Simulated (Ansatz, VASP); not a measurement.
# As: VASP beside Ansatz

The input INCAR:

```
SYSTEM = As
PREC     = Accurate       ! precision mode
ENCUT    = 520            ! plane-wave cutoff, eV
EDIFF    = 1E-7           ! SCF threshold, eV
ISMEAR   = -1             ! smearing method
SIGMA    = 0.1            ! smearing width, eV
LREAL    = .False.        ! projectors in reciprocal space
LASPH    = .True.         ! aspherical terms in the spheres
NELM     = 100            ! most SCF steps
ALGO     = Normal         ! electronic algorithm
ISIF     = 2              ! what is computed and relaxed
LWAVE    = .False.        ! write WAVECAR
LCHARG   = .False.        ! write CHGCAR
GGA      = RE             ! functional
NBANDS   = 18             ! bands
```

File KPOINTS:

```
regular mesh
0
Gamma
  12 12 9
  0 0 0
```

File POSCAR:

```
As
1.0
    1.7922703710     -7.7800232904      0.0000000000
    1.7922703710      7.7800232904      0.0000000000
    0.0000000000      0.0000000000      4.8014021808
As
4
Direct
    0.0746071071      0.9253928929      0.9226424984
    0.5746071071      0.4253928929      0.5773575016
    0.9253928929      0.0746071071      0.0773575016
    0.4253928929      0.5746071071      0.4226424984
```

Input for Ansatz:

```yaml
crystal:
  lattice:
    - [1.792270371, -7.7800232904, 0.0]
    - [1.792270371, 7.7800232904, 0.0]
    - [0.0, 0.0, 4.8014021808]
  atoms:
    - { symbol: As, position: [0.0746071071, 0.9253928929, 0.9226424984] }
    - { symbol: As, position: [0.5746071071, 0.4253928929, 0.5773575016] }
    - { symbol: As, position: [0.9253928929, 0.0746071071, 0.0773575016] }
    - { symbol: As, position: [0.4253928929, 0.5746071071, 0.4226424984] }
hamiltonian:
  xc: revpbe
  pseudopotentials:
    kind: paw
    azcp:
      As: "pseudopotentials/As.paw.azcp"
basis:
  ecutwfc: 420
  fft_grid_basis: typed
kpoints:
  mp_grid: { grid: [12, 12, 9], shift: [0, 0, 0] }
magnetization:
  spin_polarized: false
scf:
  occupations: { method: fermi_dirac, width: 0.1 }
output:
  stress: true
```

Alike in both runs: task single point; functional revPBE; k mesh 12 × 12 × 9; occupations fermi-dirac, width 0.1 eV; no spin polarisation.

```csv
,VASP,Ansatz
version,VASP 6.6.1,Ansatz 0.2.0
potentials or method,"VASP PAW PBE potentials, release 64 (As), cutoff 520 eV","plane waves (420 eV) with PAW, scalar-relativistic"
valence electrons in the cell,20,60
```

Ansatz gave:

```
pressure (GPa)                                                : 3.7
traceless stress, the component that is largest in VASP (GPa) : -0.50
```

Q: Which values does VASP return?

A: Pressure (GPa): 3.9; traceless stress, the component that is largest in VASP (GPa): -0.48.

VASP's potentials were made for PBE, not for revPBE. With one functional, cell and mesh, what is left measures potentials, basis and numerics. VASP's potentials hold 20 valence electrons a cell and Ansatz's 60, so a difference there can come from the potentials and not from the codes.
